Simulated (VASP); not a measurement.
Write the native input for VASP 6.6.1 that does the following.

```yaml
Task: single point
Functional: PBE
Potentials_or_basis: VASP PAW PBE potentials, release 64 (Nb_sv, Si)
Cutoff: 520 eV
k_mesh: 8 × 8 × 8
Occupations: fermi-dirac, width 0.05 eV
Spin: no spin polarisation
Dipole_correction: no
Further_INCAR_settings: ALGO = Normal; EDIFF = 1e-07; NBANDS = 16
```

The structure of NbSi lies in POSCAR:

```
NbSi
1.0
    3.1979768686      0.0000000000      0.0000000000
    0.0000000000      3.1979768686      0.0000000000
    0.0000000000      0.0000000000      3.1979768686
Nb Si
1 1
Direct
    0.0000000000      0.0000000000      0.0000000000
    0.5000000000      0.5000000000      0.5000000000
```

This cell differs from its parent crystal: volume scaled by 1.04.

One way to write it, as run:

INCAR

```
PREC = Accurate
ENCUT = 520
EDIFF = 1E-7
ISMEAR = -1
SIGMA = 0.05
LREAL = False
LASPH = True
NELM = 80
ALGO = Normal
ISIF = 2
LWAVE = False
LCHARG = False
GGA = PE
NBANDS = 16
```

KPOINTS

```
regular mesh
0
Gamma
  8 8 8
```

Potentials or basis: VASP PAW PBE potentials, release 64 (Nb_sv, Si).

Run with:

```bash
$ cat potpaw_PBE.64/Nb_sv/POTCAR potpaw_PBE.64/Si/POTCAR > POTCAR
$ mpirun -np 1 vasp_std > vasp.out
```

It gave:

```yaml
Pressure: -6.3 GPa
```

Run time: 11 s on 1 thread of Intel(R) Xeon(R) Platinum 8259CL CPU @ 2.50GHz (Skylake/Cascade Lake), with other jobs on the host, peak memory 0.14 GiB.
